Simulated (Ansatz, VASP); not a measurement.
**One calculation of Mg, two programs**

```
Mg
1.0
    -1.83599    1.83599    1.67940
     1.83599   -1.83599    1.67940
     1.83599    1.83599   -1.67940
Mg
1
Direct
  0.88900 0.62300 0.45300
```

Alike in both runs: task single point; functional PBE; k mesh 6 × 6 × 6; no spin polarisation.

|  | VASP | Ansatz |
| --- | --- | --- |
| version | VASP 6.6.1 | Ansatz 0.2.0 |
| potentials or method | VASP PAW PBE potentials, release 64 (Mg) | scalar-relativistic, plane waves, PAW |
| plane-wave cutoff (eV) | 520 | 420 |
| occupations | fermi-dirac, width 0.0680285 eV | fermi-dirac |
| valence electrons in the cell | 2 | 10 |

Ansatz gave:

- gap on the k mesh at the Fermi level (eV): none
- pressure (GPa): 0.6
- traceless stress, the component that is largest in VASP (GPa): 2.66

Estimate VASP's values.

gap on the k mesh at the Fermi level (eV): none; pressure (GPa): 0.5; traceless stress, the component that is largest in VASP (GPa): 2.65.

A gap of «none» marks a metal or a gap that the smearing closes. VASP's potentials hold 2 valence electrons a cell and Ansatz's 10, so a difference there can come from the potentials and not from the codes.

The k mesh is coarse, so the values compare programs but aren't converged.
